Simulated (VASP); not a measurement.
# Fe (P6_3/mmc) in VASP: a series of runs

The runs below take Fe through single point, with b88 exchange, pbe correlation.

Program: VASP 6.6.1. These are calculated values, not measurements. Logs are shortened: lines on timing, memory, paths and dates and some standing lists are left out, and cuts for length are marked.

## Step 1: The cell of the first run

The structure is hexagonal, space group P6_3/mmc (No. 194). Conventional cell: a = 2.401 Å, b = 2.401 Å, c = 3.790 Å, α = 90.00°, β = 90.00°, γ = 120.00°. Fe (site symmetry -6m2) has 12 Fe at 2.35 to 2.40 Å within 3.1 Å.

This isn't the form of Fe at room conditions, which is bcc.

## Step 2: Single point, b88 exchange, pbe correlation, collinear spin, ferromagnetic start

File INCAR:

```
  ALGO = Normal
  EDIFF = 1E-6
  ENCUT = 600
  GGA = LIBXC
  GGA_COMPAT = False
  ISIF = 2
  ISMEAR = -1
  ISPIN = 2
  LASPH = True
  LCHARG = True
  LELF = True
  LIBXC1 = GGA_X_B88
  LIBXC2 = GGA_C_PBE
  LMAXMIX = 4
  LORBIT = 11
  LREAL = False
  LVHAR = True
  LWAVE = False
  MAGMOM = 3 3
  NBANDS = 19
  NELM = 200
  PREC = Accurate
  SIGMA = 0.05
```

File KPOINTS:

```
k-points
0
Gamma
  12 12 7
```

File POSCAR:

```
Fe
1.0
    2.4012595311      0.0000000000      0.0000000000
   -1.2006297656      2.0795517550      0.0000000000
    0.0000000000      0.0000000000      3.7900100715
Fe
2
Direct
    0.6666666667      0.3333333333      0.7500000000
    0.3333333333      0.6666666667      0.2500000000
```

Potentials or basis: VASP PAW PBE potentials, release 64 (Fe).

Command:

```
$ cat potpaw_PBE.64/Fe/POTCAR > POTCAR
$ mpirun -np 1 vasp_std > vasp.out
```

OUTCAR:

```text
EDIFF = 1E-6
   ENCUT = 600
   GGA = LIBXC
   ISIF = 2
   ISMEAR = -1
   ISPIN = 2
   LASPH = True
   LORBIT = 11
   LREAL = False
   NELM = 200
   PREC = Accurate

 ion  position               nearest neighbor table
   1  0.667  0.333  0.750-   2 2.35   2 2.35   2 2.35   2 2.35   2 2.35   2 2.35
   2  0.333  0.667  0.250-   1 2.35   1 2.35   1 2.35   1 2.35   1 2.35   1 2.35

  LATTYP: Found a hexagonal cell.
 ALAT       =     2.4012595311
 C/A-ratio  =     1.5783425417

  Lattice vectors:

 A1 = (   2.4012595311,   0.0000000000,   0.0000000000)
 A2 = (  -1.2006297656,   2.0795517550,   0.0000000000)
 A3 = (   0.0000000000,   0.0000000000,   3.7900100715)

Analysis of symmetry for initial positions (statically):
=====================================================================
 Subroutine PRICEL returns:
 Original cell was already a primitive cell.

 Routine SETGRP: Setting up the symmetry group for a
 hexagonal supercell.

 Subroutine GETGRP returns: Found 24 space group operations
 (whereof 12 operations were pure point group operations)
 out of a pool of 24 trial point group operations.

The static configuration has the point symmetry D_3d.
 The point group associated with its full space group is D_6h.

Analysis of symmetry for dynamics (positions and initial velocities):
=====================================================================
 Subroutine PRICEL returns:
 Original cell was already a primitive cell.

 Routine SETGRP: Setting up the symmetry group for a
 hexagonal supercell.

 Subroutine GETGRP returns: Found 24 space group operations
 (whereof 12 operations were pure point group operations)
 out of a pool of 24 trial point group operations.

The dynamic configuration has the point symmetry D_3d.
 The point group associated with its full space group is D_6h.

Analysis of structural, dynamic, and magnetic symmetry:
=====================================================================
 Subroutine PRICEL returns:
 Original cell was already a primitive cell.

 Routine SETGRP: Setting up the symmetry group for a
 hexagonal supercell.

 Subroutine GETGRP returns: Found 24 space group operations
 (whereof 12 operations were pure point group operations)
 out of a pool of 24 trial point group operations.

The overall configuration has the point symmetry D_3d.
 The point group associated with its full space group is D_6h.

 Subroutine INISYM returns: Found 24 space group operations
 (whereof 12 operations are pure point group operations),
 and found     1 'primitive' translations

[... 112 lines left out ...]
   IMIX   =      4    mixing-type and parameters
     AMIX     =   0.40;   BMIX     =  1.00
     AMIX_MAG =   1.60;   BMIX_MAG =  1.00
  volume/ion in A,a.u.               =       9.46        63.86
  Fermi-wavevector in a.u.,A,eV,Ry     =   1.547979  2.925256 32.602815  2.396239
  Thomas-Fermi vector in A             =   2.652995
   LORBIT       =     11    0 simple, 1 ext, 2 COOP (PROOUT), +10 PAW based schemes
   GGA     = LIBXC    functional components
   LHFCALC =     F    Hartree Fock is set to
   AEXX    =    0.0000 exact exchange contribution
   IVDW    =     0    specifies the selected vdW correction
   LEPSILON=     F    determine dielectric tensor
   LRPA    =     F    only Hartree local field effects (RPA)
 spin polarized calculation
  energy-cutoff  :      600.00
  volume of cell :       18.93
 maximum number of plane-waves:       651
 NGX is ok and might be reduce to    20
   NGX =  9   NGY =  9   NGZ = 15

 number of electron      15.9999997 magnetization       0.0192321

 number of electron      15.9999997 magnetization      -0.0008502

 Free energy of the ion-electron system (eV)
  ---------------------------------------------------
  ext. energy  EPLUGINS =         0.00000000
  ---------------------------------------------------
  free energy    TOTEN  =       -16.02210667 eV

  energy without entropy =      -16.00381879  energy(sigma->0) =      -16.01296273

 E-fermi :   7.7532     XC(G=0): -14.2455

 val. band max:        7.7497998139   @ k =   0.3333   0.2500   0.2857
 cond. band min:       7.7819180688   @ k =   0.3333   0.0833   0.2857
 fundamental gap:      0.0321182549
 Fermi energy:         7.7532378508

 spin component 1

 k-point     1 :       0.0000    0.0000    0.0000
  band No.  band energies     occupation
      1      -1.5861      1.00000
      2       2.3454      1.00000
      3       5.8835      1.00000
      4       5.8835      1.00000
      5       6.0448      1.00000
      6       6.4082      1.00000
[... 517 lines left out ...]
     18      32.5796      0.00000
     19      34.6007      0.00000

 [... further k-points ...]

 spin component 2

 k-point     1 :       0.0000    0.0000    0.0000
  band No.  band energies     occupation
      1      -1.5861      1.00000
      2       2.3450      1.00000
      3       5.8829      1.00000
      4       5.8829      1.00000
      5       6.0440      1.00000
      6       6.4076      1.00000
[... 517 lines left out ...]
     18      32.5796      0.00000
     19      34.6005      0.00000

 [... further k-points ...]
[... 5 lines left out ...]
  --------------------------------------------------------------------------------------
  -------------------------------------------------------------------------------------
  Total        2.7353956      2.7353956      3.0432257     -0.0000000      0.0000000      0.0000000
  in kB      231.5695891    231.5695891    257.6294740     -0.0000000      0.0000000      0.0000000
  external PRESSURE =     240.2562174 kB  Pullay stress =       0.0000000 kB

 VOLUME and BASIS-vectors are now :
 -----------------------------------------------------------------------------
  energy-cutoff  :      600.00
  volume of cell :       18.93
      direct lattice vectors                 reciprocal lattice vectors
     2.401259531  0.000000000  0.000000000     0.416448113  0.240436430  0.000000000
    -1.200629766  2.079551755  0.000000000     0.000000000  0.480872860  0.000000000
     0.000000000  0.000000000  3.790010071     0.000000000  0.000000000  0.263851542

 POSITION                                       TOTAL-FORCE (eV/Angst)
 -----------------------------------------------------------------------------------
      1.20063      0.69318      2.84251         0.000000     -0.000000      0.000000
     -0.00000      1.38637      0.94750        -0.000000      0.000000      0.000000
 -----------------------------------------------------------------------------------
    total drift:                                0.000000      0.000000     -0.000000

  FREE ENERGIE OF THE ION-ELECTRON SYSTEM (eV)
  ---------------------------------------------------
  free  energy   TOTEN  =       -16.0221066669 eV

  energy  without entropy=      -16.0038187862  energy(sigma->0) =      -16.01296273

 total charge

# of ion       s       p       d       tot
------------------------------------------
    1        0.575   0.711   6.434   7.720
    2        0.575   0.711   6.434   7.720
--------------------------------------------------
tot          1.149   1.423  12.867  15.439

 magnetization (x)

# of ion       s       p       d       tot
------------------------------------------
    1        0.000   0.000  -0.000  -0.000
    2        0.000   0.000  -0.000  -0.000
--------------------------------------------------
tot          0.000   0.000  -0.000  -0.000
```

It took 26 s on 1 thread of Intel Xeon 6975P-C (Granite Rapids), shared host; peak memory 0.17 GiB.

Results:

| Quantity | Value |
| --- | --- |
| Free energy | -16.0221 eV |
| Pressure | 24.0 GPa |
| Band gap on the k mesh | zero (filled and empty bands overlap) |
| Net moment | 0.00 μB per cell |
| Valence electrons inside the program's atomic spheres | Fe 7.72 |

Caveat: the cell stands under pressure; the PAW data sets were made with another functional, which shifts forces and pressure a little.

## Step 3: Single point, b88 exchange, pbe correlation, collinear spin, ferromagnetic start

This run uses another cell than the first one, of 9.66 Å³/atom.

File INCAR:

```
SYSTEM = Fe
  PREC = Accurate
  ENCUT = 600
  EDIFF = 1E-6
  ISMEAR = -1
  SIGMA = 0.05
  LREAL = .False.
  LASPH = .True.
  NELM = 200
  ALGO = Normal
  ISIF = 2
  LWAVE = .False.
  LCHARG = .True.
  ISPIN = 2
  MAGMOM = 3 3
  LORBIT = 11
  LMAXMIX = 4
  GGA = LIBXC
  LIBXC1 = GGA_X_B88
  LIBXC2 = GGA_C_PBE
  LELF = .True.
  LVHAR = .True.
  NBANDS = 19
  GGA_COMPAT = .False.
```

File KPOINTS:

```
regular mesh
0
Gamma
  12 12 7
  0 0 0
```

File POSCAR:

```
Fe
1.0
    2.4178204650      0.0000000000      0.0000000000
   -1.2089102325      2.0938939445      0.0000000000
    0.0000000000      0.0000000000      3.8161488980
Fe
2
Direct
    0.6666666667      0.3333333333      0.7500000000
    0.3333333333      0.6666666667      0.2500000000
```

Potentials or basis: VASP PAW PBE potentials, release 64 (Fe).

Command:

```
$ cat potpaw_PBE.64/Fe/POTCAR > POTCAR
$ mpirun -np 1 vasp_std > vasp.out
```

Wall time 27 s (1 thread of Intel Xeon 6975P-C (Granite Rapids), shared host); peak memory 0.18 GiB.

Results (log left out):

```yaml
Free_energy: -16.0718 eV
Pressure: 16.3 GPa
Band_gap_on_the_k_mesh: zero (filled and empty bands overlap)
Net_moment: 0.00 μB per cell
Valence_electrons_inside_the_program's_atomic_spheres: Fe 7.66
```

Stress tensor (GPa, compression positive):
```
15.54  0.00  0.00
 0.00 15.54  0.00
 0.00  0.00 17.73
```

Levels at points of the mesh, in eV from the Fermi level:
Spin up:
| k point | band 6 | band 7 | band 8 | band 9 | band 10 | band 11 |
| --- | --- | --- | --- | --- | --- | --- |
| (0.00, 0.00, 0.00) | -1.30 | -1.30 | -0.94 | -0.94 | 0.61 | 0.74 |
| (0.50, 0.00, 0.00) | -1.65 | -1.16 | 0.85 | 1.10 | 1.15 | 2.85 |
Spin down:
```
           k point  band 5  band 6  band 7  band 8  band 9  band 10  band 11  band 12
(0.00, 0.00, 0.00)   -1.66   -1.30   -1.30   -0.95   -0.95     0.61     0.74     0.74
(0.50, 0.00, 0.00)   -2.14   -1.65   -1.16    0.85    1.10     1.15     2.85     5.13
```

Caveat: the cell stands under pressure; the PAW data sets were made with another functional, which shifts forces and pressure a little.

## Step 4: Single point, b88 exchange, pbe correlation, collinear spin, ferromagnetic start

This run uses another cell than the first one, of 9.86 Å³/atom.

File INCAR:

```
SYSTEM = Fe
PREC = Accurate
ENCUT = 600
EDIFF = 1E-6
ISMEAR = -1
SIGMA = 0.05
LREAL = .FALSE.
LASPH = .TRUE.
NELM = 200
ALGO = Normal
ISIF = 2
LWAVE = .FALSE.
LCHARG = .TRUE.
ISPIN = 2
MAGMOM = 3 3
LORBIT = 11
LMAXMIX = 4
GGA = LIBXC
LIBXC1 = GGA_X_B88
LIBXC2 = GGA_C_PBE
LELF = .TRUE.
LVHAR = .TRUE.
NBANDS = 19
GGA_COMPAT = .FALSE.
```

File KPOINTS:

```
regular mesh
0
G
  12 12 7
  0 0 0
```

File POSCAR:

```
Fe
1.0
    2.4341575853      0.0000000000      0.0000000000
   -1.2170787927      2.1080423057      0.0000000000
    0.0000000000      0.0000000000      3.8419344700
Fe
2
Direct
    0.6666666667      0.3333333333      0.7500000000
    0.3333333333      0.6666666667      0.2500000000
```

Potentials or basis: VASP PAW PBE potentials, release 64 (Fe).

Command:

```
$ cat potpaw_PBE.64/Fe/POTCAR > POTCAR
$ mpirun -np 1 vasp_std > vasp.out
```

OUTCAR:

```text
SYSTEM = Fe
   PREC = Accurate
   ENCUT = 600
   EDIFF = 1E-6
   ISMEAR = -1
   LREAL = .FALSE.
   LASPH = .TRUE.
   NELM = 200
   ISIF = 2
   ISPIN = 2
   LORBIT = 11
   GGA = LIBXC

 ion  position               nearest neighbor table
   1  0.667  0.333  0.750-   2 2.38   2 2.38   2 2.38   2 2.38   2 2.38   2 2.38
   2  0.333  0.667  0.250-   1 2.38   1 2.38   1 2.38   1 2.38   1 2.38   1 2.38

  LATTYP: Found a hexagonal cell.
 ALAT       =     2.4341575853
 C/A-ratio  =     1.5783425417

  Lattice vectors:

 A1 = (   2.4341575853,   0.0000000000,   0.0000000000)
 A2 = (  -1.2170787927,   2.1080423057,   0.0000000000)
 A3 = (   0.0000000000,   0.0000000000,   3.8419344700)

Analysis of symmetry for initial positions (statically):
=====================================================================
 Subroutine PRICEL returns:
 Original cell was already a primitive cell.

 Routine SETGRP: Setting up the symmetry group for a
 hexagonal supercell.

 Subroutine GETGRP returns: Found 24 space group operations
 (whereof 12 operations were pure point group operations)
[... 725 lines left out ...]
  band No.  band energies     occupation
      1      -1.8384      1.00000
      2       2.1165      1.00000
      3       5.5031      1.00000
      4       5.5031      1.00000
      5       5.6519      1.00000
      6       5.9946      1.00000
[... 517 lines left out ...]
     18      31.5832      0.00000
     19      33.2162      0.00000

 [... further k-points ...]
[... 5 lines left out ...]
  --------------------------------------------------------------------------------------
  -------------------------------------------------------------------------------------
  Total        1.0723023      1.0723023      1.2948120     -0.0000000     -0.0000000      0.0000000
  in kB       87.1464815     87.1464816    105.2299425     -0.0000000     -0.0000000      0.0000000
  external PRESSURE =      93.1743019 kB  Pullay stress =       0.0000000 kB

 VOLUME and BASIS-vectors are now :
 -----------------------------------------------------------------------------
  energy-cutoff  :      600.00
  volume of cell :       19.71
      direct lattice vectors                 reciprocal lattice vectors
     2.434157585  0.000000000  0.000000000     0.410819746  0.237186891  0.000000000
    -1.217078793  2.108042306  0.000000000     0.000000000  0.474373781  0.000000000
     0.000000000  0.000000000  3.841934470     0.000000000  0.000000000  0.260285543

 POSITION                                       TOTAL-FORCE (eV/Angst)
 -----------------------------------------------------------------------------------
      1.21708      0.70268      2.88145        -0.000000     -0.000000      0.000000
     -0.00000      1.40536      0.96048         0.000000      0.000000      0.000000
 -----------------------------------------------------------------------------------
    total drift:                               -0.000000      0.000000     -0.000000

  FREE ENERGIE OF THE ION-ELECTRON SYSTEM (eV)
  ---------------------------------------------------
  free  energy   TOTEN  =       -16.1032778952 eV

  energy  without entropy=      -16.0838856192  energy(sigma->0) =      -16.09358176

 total charge

# of ion       s       p       d       tot
------------------------------------------
    1        0.553   0.666   6.386   7.605
    2        0.553   0.666   6.386   7.605
--------------------------------------------------
tot          1.105   1.333  12.772  15.210

 magnetization (x)

# of ion       s       p       d       tot
------------------------------------------
    1       -0.000  -0.000  -0.000  -0.000
    2       -0.000  -0.000  -0.000  -0.000
--------------------------------------------------
tot         -0.000  -0.000  -0.000  -0.000
```

stdout:

```text
POSCAR found type information on POSCAR Fe
 POSCAR found :  1 types and       2 ions
 scaLAPACK will be used
 -----------------------------------------------------------------------------
|                                                                             |
|                                                                             |
|     You enforced a specific xc type in the INCAR file but a different       |
|     I HOPE YOU KNOW WHAT YOU ARE DOING!                                     |
|                                                                             |
 -----------------------------------------------------------------------------

 LDA part: xc-table for (None,None), standard interpolation
 POSCAR, INCAR and KPOINTS ok, starting setup
 FFT: planning ... GRIDC
 FFT: planning ... GRID_SOFT
 FFT: planning ... GRID
 WAVECAR not read
 entering main loop
```

Run time: 27 s. Hardware: 1 thread of Intel Xeon 6975P-C (Granite Rapids), shared host; peak memory 0.18 GiB.

What came out:

| Quantity | Value |
| --- | --- |
| Free energy | -16.1033 eV |
| Pressure | 9.3 GPa |
| Band gap on the k mesh | zero (filled and empty bands overlap) |
| Net moment | 0.00 μB per cell |
| Valence electrons inside the program's atomic spheres | Fe 7.61 |

Stress tensor (GPa, compression positive):
```
 8.71  0.00  0.00
 0.00  8.71  0.00
 0.00  0.00 10.52
```

Levels at points of the mesh, in eV from the Fermi level:
Spin up:
| k point | band 5 | band 6 | band 7 | band 8 | band 9 | band 10 | band 11 | band 12 |
| --- | --- | --- | --- | --- | --- | --- | --- | --- |
| (0.00, 0.00, 0.00) | -1.61 | -1.27 | -1.27 | -0.92 | -0.92 | 0.60 | 0.72 | 0.72 |
| (0.50, 0.00, 0.00) | -2.08 | -1.60 | -1.13 | 0.83 | 1.07 | 1.11 | 2.78 | 5.01 |
Spin down:
| k point | band 6 | band 7 | band 8 | band 9 | band 10 | band 11 |
| --- | --- | --- | --- | --- | --- | --- |
| (0.00, 0.00, 0.00) | -1.27 | -1.27 | -0.92 | -0.92 | 0.60 | 0.72 |
| (0.50, 0.00, 0.00) | -1.60 | -1.13 | 0.83 | 1.07 | 1.11 | 2.78 |

Caveat: the cell stands under pressure; the PAW data sets were made with another functional, which shifts forces and pressure a little.

## Step 5: Single point, b88 exchange, pbe correlation, collinear spin, ferromagnetic start

This run uses another cell than the first one, of 10.05 Å³/atom.

File INCAR:

```
PREC = Accurate ; ENCUT = 600
EDIFF = 1E-6 ; ISMEAR = -1
SIGMA = 0.05 ; LREAL = F
LASPH = T ; NELM = 200
ALGO = Normal ; ISIF = 2
LWAVE = F ; LCHARG = F
ISPIN = 2 ; MAGMOM = 3 3
LORBIT = 11 ; LMAXMIX = 4
GGA = LIBXC ; LIBXC1 = GGA_X_B88
LIBXC2 = GGA_C_PBE ; NBANDS = 19
GGA_COMPAT = F
```

File KPOINTS:

```
regular mesh
0
Gamma
  12 12 7
```

File POSCAR:

```
Fe
1.0
    2.4502783040      0.0000000000      0.0000000000
   -1.2251391521      2.1220032576      0.0000000000
    0.0000000000      0.0000000000      3.8673784861
Fe
2
Direct
    0.6666666667      0.3333333333      0.7500000000
    0.3333333333      0.6666666667      0.2500000000
```

Command:

```
$ cat potpaw_PBE.64/Fe/POTCAR > POTCAR
$ mpirun -np 1 vasp_std > vasp.out
```

It took 27 s on 1 thread of Intel Xeon 6975P-C (Granite Rapids), shared host; peak memory 0.18 GiB.

The run converged. Its results:

```
Free energy                                           : -16.1184 eV
Pressure                                              : 3.0 GPa
Band gap on the k mesh                                : zero (filled and empty bands overlap)
Net moment                                            : 0.00 μB per cell
Valence electrons inside the program's atomic spheres : Fe 7.55
```

Stress tensor (GPa, compression positive):
```
2.56 0.00 0.00
0.00 2.56 0.00
0.00 0.00 4.03
```

Levels at points of the mesh, in eV from the Fermi level:
Spin up:
```tsv
k point	band 4	band 5	band 6	band 7	band 8	band 9	band 10	band 11	band 12	band 13
(0.00, 0.00, 0.00)	-1.70	-1.56	-1.23	-1.23	-0.89	-0.89	0.59	0.70	0.70	8.92
(0.50, 0.00, 0.00)	-2.08	-2.02	-1.56	-1.10	0.80	1.04	1.08	2.71	4.89	11.41
```
Spin down:
```csv
k point,band 6,band 7,band 8,band 9,band 10,band 11
"(0.00, 0.00, 0.00)",-1.23,-1.23,-0.89,-0.89,0.59,0.70
"(0.50, 0.00, 0.00)",-1.56,-1.10,0.80,1.03,1.08,2.71
```

Caveat: the cell stands under pressure; the PAW data sets were made with another functional, which shifts forces and pressure a little.

(Continued in part 2 of 2.)
